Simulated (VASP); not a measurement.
# SnC2 in VASP: further runs, part 3 of 3

VASP 6.6.1. Earlier steps stand in the parts before.

## 6. Single point, PBE

This run uses another cell than the first one: it holds 6 atoms, not 3.

The input, INCAR:

```
PREC     = Accurate       # precision mode
ENCUT    = 520            # plane-wave cutoff, eV
EDIFF    = 1E-6           # SCF threshold, eV
ISMEAR   = 0              # smearing method
SIGMA    = 0.2            # smearing width, eV
LREAL    = F              # projectors in reciprocal space
LASPH    = T              # aspherical terms in the spheres
NELM     = 100            # most SCF steps
ALGO     = Normal         # electronic algorithm
ISIF     = 2              # what is computed and relaxed
LWAVE    = F              # write WAVECAR
LCHARG   = F              # write CHGCAR
GGA      = PE             # functional
NBANDS   = 31             # bands
```

The input, KPOINTS:

```
Automatic mesh
0
Gamma
  6 6 4
```

The input, POSCAR:

```
SnC2
1.0
   -3.3767624465      0.0013110347      0.0036161389
    0.0047931382      0.0072947819     -4.1609365560
    0.0023135244     -5.8319871366      0.0099427252
Sn C
2 4
Direct
    0.0005036516     -0.0000304423      0.9986430428
    0.5001272256      1.0001426441      0.4989309253
    0.5002533931      0.3421424534      0.8339731066
   -0.0008835849      0.3420494215      0.3338516383
    0.5004687150      0.6578573361      0.8340127444
   -0.0004694004      0.6578385874      0.3339218760
```

Potentials or basis: VASP PAW PBE potentials, release 64 (Sn_d, C).

Command:

```console
$ cat potpaw_PBE.64/Sn_d/POTCAR potpaw_PBE.64/C/POTCAR > POTCAR
$ mpirun -np 1 vasp_std > vasp.out
```

OUTCAR:

```text
PREC = Accurate
   ENCUT = 520
   EDIFF = 1E-6
   ISMEAR = 0
   LREAL = F
   LASPH = T
   NELM = 100
   ISIF = 2
   GGA = PE

 ion  position               nearest neighbor table
   1  0.001  1.000  0.999-   5 2.40   3 2.41   5 2.41   3 2.41   4 2.41   6 2.42   2 3.37   2 3.37
                             2 3.37   2 3.37
   2  0.500  0.000  0.499-   6 2.41   4 2.41   6 2.41   3 2.41   4 2.41   5 2.42   1 3.37   1 3.37
                             1 3.37   1 3.37
   3  0.500  0.342  0.834-   5 1.31   1 2.41   1 2.41   2 2.41
   4  0.999  0.342  0.334-   6 1.31   2 2.41   1 2.41   2 2.41
   5  0.500  0.658  0.834-   3 1.31   1 2.40   1 2.41   2 2.42
   6  1.000  0.658  0.334-   4 1.31   2 2.41   2 2.41   1 2.42

  LATTYP: Found a triclinic cell.
 ALAT       =     4.1609457111
 B/A-ratio  =     1.7245824414
 C/A-ratio  =     0.8115377781
 COS(alpha) =     0.0006520509
 COS(beta)  =     0.0022221397
 COS(gamma) =     0.5826605265

  Lattice vectors:

 A1 = (   0.0047931382,   0.0072947819,  -4.1609365560)
 A2 = (   0.0024796138,   5.8392819185,  -4.1708792812)
 A3 = (   3.3767624465,  -0.0013110347,  -0.0036161389)

Analysis of symmetry for initial positions (statically):
=====================================================================
 Subroutine PRICEL returns:
 Original cell was already a primitive cell.

 Routine SETGRP: Setting up the symmetry group for a
 triclinic supercell.

 Subroutine GETGRP returns: Found  1 space group operations
 (whereof  1 operations were pure point group operations)
 out of a pool of  2 trial point group operations.

The static configuration has the point symmetry C_1 .

Analysis of symmetry for dynamics (positions and initial velocities):
=====================================================================
 Subroutine PRICEL returns:
 Original cell was already a primitive cell.

[... 136 lines left out ...]
  volume/ion in A,a.u.               =      13.66        92.16
  Fermi-wavevector in a.u.,A,eV,Ry     =   1.330629  2.514524 24.090114  1.770573
  Thomas-Fermi vector in A             =   2.459701
   LORBIT       =      0    0 simple, 1 ext, 2 COOP (PROOUT), +10 PAW based schemes
   GGA     = PE    functional components
   LHFCALC =     F    Hartree Fock is set to
   AEXX    =    0.0000 exact exchange contribution
   IVDW    =     0    specifies the selected vdW correction
   LEPSILON=     F    determine dielectric tensor
   LRPA    =     F    only Hartree local field effects (RPA)
 non-spin polarized calculation
 Gauss-broadening in eV      SIGMA  =   0.20
  energy-cutoff  :      520.00
  volume of cell :       81.94
 maximum number of plane-waves:      2232
 NGX is ok and might be reduce to    28

 number of electron      43.9999988 magnetization

 Free energy of the ion-electron system (eV)
  ---------------------------------------------------
  ext. energy  EPLUGINS =         0.00000000
  ---------------------------------------------------
  free energy    TOTEN  =       -37.78647414 eV

  energy without entropy =      -37.76397921  energy(sigma->0) =      -37.77522668

 E-fermi :   7.3626     XC(G=0): -10.9088

 val. band max:        7.3055200323   @ k =   0.0000   0.1667   0.5000
 cond. band min:       7.4169861829   @ k =   0.3333   0.1667   0.0000
 fundamental gap:      0.1114661506
 Fermi energy:         7.3625913955

 k-point     1 :       0.0000    0.0000    0.0000
  band No.  band energies     occupation
      1     -14.3623      2.00000
      2     -14.3014      2.00000
      3     -14.2989      2.00000
      4     -14.2639      2.00000
      5     -14.2493      2.00000
      6     -14.1787      2.00000
[... 805 lines left out ...]
     30      14.3510      0.00000
     31      17.0188      0.00000

 [... further k-points ...]

------------------------ aborting loop because EDIFF is reached ----------------------------------------

  FORCE on cell =-STRESS in cart. coord.  units (eV):
  Direction    XX          YY          ZZ          XY          YZ          ZX
  --------------------------------------------------------------------------------------
  -------------------------------------------------------------------------------------
  Total       -0.0083042     -0.0039817      0.2201170      0.0230992      0.0595934      0.0530412
  in kB       -0.1623691     -0.0778534      4.3038573      0.4516499      1.1652062      1.0370925
  external PRESSURE =       1.3545449 kB  Pullay stress =       0.0000000 kB

 VOLUME and BASIS-vectors are now :
 -----------------------------------------------------------------------------
  energy-cutoff  :      520.00
  volume of cell :       81.94
      direct lattice vectors                 reciprocal lattice vectors
    -3.376762446  0.001311035  0.003616139    -0.296142061 -0.000118060 -0.000341344
     0.004793138  0.007294782 -4.160936556    -0.000257528 -0.000409834 -0.240331524
     0.002313524 -5.831987137  0.009942725    -0.000066895 -0.171468681 -0.000300689

 POSITION                                       TOTAL-FORCE (eV/Angst)
 -----------------------------------------------------------------------------------
      0.00540     -5.81678     -4.15088         0.003527     -0.010001     -0.000653
     -1.68766     -2.90910      0.00618         0.003149      0.014657      0.002705
     -1.68567     -4.86057     -1.41353        -0.002663     -0.001736      0.086553
     -3.37137     -1.94321     -1.41631        -0.012626     -0.004821      0.063975
     -1.68488     -4.85850     -2.72720         0.005728      0.001849     -0.085646
     -3.37125     -1.94132     -2.73029         0.002885      0.000051     -0.066934
 -----------------------------------------------------------------------------------
    total drift:                                0.000065      0.000173     -0.000001

  FREE ENERGIE OF THE ION-ELECTRON SYSTEM (eV)
  ---------------------------------------------------
  free  energy   TOTEN  =       -37.7864741441 eV

  energy  without entropy=      -37.7639792148  energy(sigma->0) =      -37.77522668
```

stdout:

```text
POSCAR found type information on POSCAR SnC
 POSCAR found :  2 types and       6 ions
 scaLAPACK will be used
 LDA part: xc-table for (Slater+PW92), standard interpolation
 POSCAR, INCAR and KPOINTS ok, starting setup
 FFT: planning ... GRIDC
 FFT: planning ... GRID_SOFT
 FFT: planning ... GRID
 WAVECAR not read
 entering main loop
```

Wall time 2.1 min (1 thread of Intel Xeon Platinum 8488C (Sapphire Rapids), shared host); peak memory 0.3 GiB.

What came out:

- Free energy: -37.7865 eV
- Pressure: 0.1 GPa
- Largest force: 0.087 eV/Å
- Band gap on the k mesh: zero (band 22 reaches 9.60 eV, above the bottom of band 23 at 5.44 eV)

Forces in eV/Å, atoms in the order of the input:
```
Sn   0.004 -0.010 -0.001
Sn   0.003  0.015  0.003
C   -0.003 -0.002  0.087
C   -0.013 -0.005  0.064
C    0.006  0.002 -0.086
C    0.003  0.000 -0.067
```

Stress tensor (GPa, compression positive):
```
-0.02  0.05  0.10
 0.05 -0.01  0.12
 0.10  0.12  0.43
```

Caveat: spin-orbit coupling is left out, which moves the levels of the heavy elements.

## 7. Summary

| task | cell | k mesh | cutoff (eV) | smearing | gap on the mesh (eV) | pressure (GPa) | largest force (eV/Å) |
| --- | --- | --- | --- | --- | --- | --- | --- |
| single point | a = 3.344, b = 3.344, c = 4.154 Å, angles 90.0, 90.0, 120.0°, 3 atoms | 6 × 6 × 4 | 520 | gaussian 0.1 eV | none | 0.3 | 0.08 |
| relaxation of cell and atoms | relaxed from a = 2.928, b = 2.928, c = 4.616 Å, angles 90.0, 90.0, 120.0°, 3 atoms | 6 × 6 × 4 | 600 | gaussian 0.1 eV | none | -0.2 | 0.02 |
| single point | a = 3.366, b = 4.172, c = 5.830 Å, 6 atoms | 6 × 6 × 4 | 520 | gaussian 0.2 eV | none | 0.2 | 0.17 |
| single point | a = 3.366, b = 3.366, c = 4.172 Å, angles 90.0, 90.0, 120.0°, 3 atoms | 18 × 18 × 12 | 520 | gaussian 0.1 eV | none | 0.2 | 0.07 |
| single point | a = 3.377, b = 4.161, c = 5.832 Å, angles 90.2, 90.0, 90.1°, 6 atoms | 6 × 6 × 4 | 520 | gaussian 0.2 eV | none | 0.1 | 0.09 |

Alike in all rows: level PBE; potentials or basis VASP PAW PBE potentials, release 64 (Sn_d, C); no spin polarisation.

Caveats: some runs use coarse meshes; spin-orbit coupling is left out, which moves the levels of the heavy elements.

Total energies depend on the potentials used, so only differences within one code and one set of settings carry meaning.
